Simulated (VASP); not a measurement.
Set up this calculation in VASP 6.6.1, as the native input.

```yaml
Task: single point
Functional: PBE
Potentials_or_basis: VASP PAW PBE potentials, release 64 (Zn)
Cutoff: 500 eV
k_mesh: 8 × 8 × 8
Occupations: gaussian, width 0.1 eV
Spin: no spin polarisation
Dipole_correction: no
Further_INCAR_settings: ALGO = Normal; EDIFF = 1e-06; NBANDS = 12
```

The structure of Zn lies in POSCAR:

```
Zn
1.0
   -1.4564642988      1.4564642988      1.4564642988
    1.4564642988     -1.4564642988      1.4564642988
    1.4564642988      1.4564642988     -1.4564642988
Zn
1
Direct
    0.0000000000      0.0000000000      0.0000000000
```

This isn't the form of Zn at room conditions, which is hcp.

This cell differs from its parent crystal: Ti replaced by Zn, lengths x 0.857, strained.

The input as run:

INCAR

```
SYSTEM = Zn
PREC = Accurate ; ENCUT = 500
EDIFF = 1E-6 ; ISMEAR = 0
SIGMA = 0.1 ; LREAL = .FALSE.
LASPH = .TRUE. ; NELM = 120
ALGO = Normal ; ISIF = 2
LWAVE = .FALSE. ; LCHARG = .TRUE.
GGA = PE ; LELF = .TRUE.
LVHAR = .TRUE. ; NBANDS = 12
GGA_COMPAT = .FALSE.
```

KPOINTS

```
regular mesh
0
G
  8 8 8
  0 0 0
```

Potentials or basis: VASP PAW PBE potentials, release 64 (Zn).

Launch:

```sh
$ cat potpaw_PBE.64/Zn/POTCAR > POTCAR
$ mpirun -np 1 vasp_std > vasp.out
```

It gave:

| Item | Value |
| --- | --- |
| Pressure | 24.8 GPa |
| Band gap on the k mesh | zero (bands 6 and 7 overlap by 5.13 eV) |

Caveat: the k points lie up to 0.38 Å⁻¹ apart, too coarse for converged energies and pressures of a metal; the cell differs from its parent crystal (Ti replaced by Zn, lengths x 0.857, strained).

Wall time 4.4 s on 1 thread of Intel(R) Xeon(R) Platinum 8375C CPU @ 2.90GHz (Ice Lake), with other jobs on the host, peak memory 0.11 GiB.
